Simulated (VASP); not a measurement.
Runs of VASP 6.6.1 on AlBP2. The structure is that of space group P-4m2 (No. 115), or close to it. The cells are those of the table. 

```tsv
cell	gap on the mesh (eV)	pressure (GPa)	largest force (eV/Å)
a = 3.492, b = 3.492, c = 5.214 Å, 4 atoms	0.77	1.4	0.20
a = 3.549, b = 3.549, c = 5.299 Å, 4 atoms	0.87	-3.8	0.09
a = 3.372, b = 3.372, c = 5.034 Å, 4 atoms	0.53	(b)	0.50
a = 3.433, b = 3.433, c = 5.125 Å, 4 atoms	0.66	(a)	0.33
a = 3.605, b = 3.605, c = 5.382 Å, 4 atoms	0.96	-7.8	0.01
```

Alike in all rows: task single point; level PBE; potentials or basis VASP PAW PBE potentials, release 64 (B, P, Al); no spin polarisation; k mesh 4 × 4 × 2; cutoff (eV) 520; smearing gaussian 0.01 eV.

Task: Estimate the missing entries.

Result: (a) 8.1; (b) 16.7.

Caveats: all runs use coarse meshes.

A k mesh can miss the band edges.
